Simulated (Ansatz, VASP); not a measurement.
One calculation of CaO, two programs

```
CELL_PARAMETERS angstrom
0.00000 2.37553 2.52247
2.37553 0.00000 2.52247
2.37553 2.37553 0.00000
ATOMIC_POSITIONS crystal
Ca 0.00000 0.00000 0.00000
O 0.50000 0.50000 0.50000
```

Change from the starting cell: strain -0.030 along x and y, +0.030 along z, atoms carried along.

Alike in both runs: task single point; functional PBE; k mesh 8 × 8 × 8; occupations gaussian, width 0.05 eV; no spin polarisation.

|  | VASP | Ansatz |
| --- | --- | --- |
| version | VASP 6.6.1 | Ansatz 0.2.0 |
| potentials or method | VASP PAW PBE potentials, release 64 (Ca_sv, O), cutoff 520 eV | scalar-relativistic, plane waves, PAW |
| valence electrons in the cell | 16 | 16 |

|  | VASP | Ansatz | Ansatz less VASP |
| --- | --- | --- | --- |
| gap on the k mesh at the Fermi level (eV) | 3.56 | 3.58 | +0.020 |
| least direct gap on the mesh (eV) | 3.98 | 4.00 | +0.019 |
| pressure (GPa) | 0.3 | -0.2 | -0.55 |
| traceless stress, the component that is largest in VASP (GPa) | -5.17 | -4.94 | +0.231 |

The functional is the same, so the differences come from potentials, cutoffs and numerics.
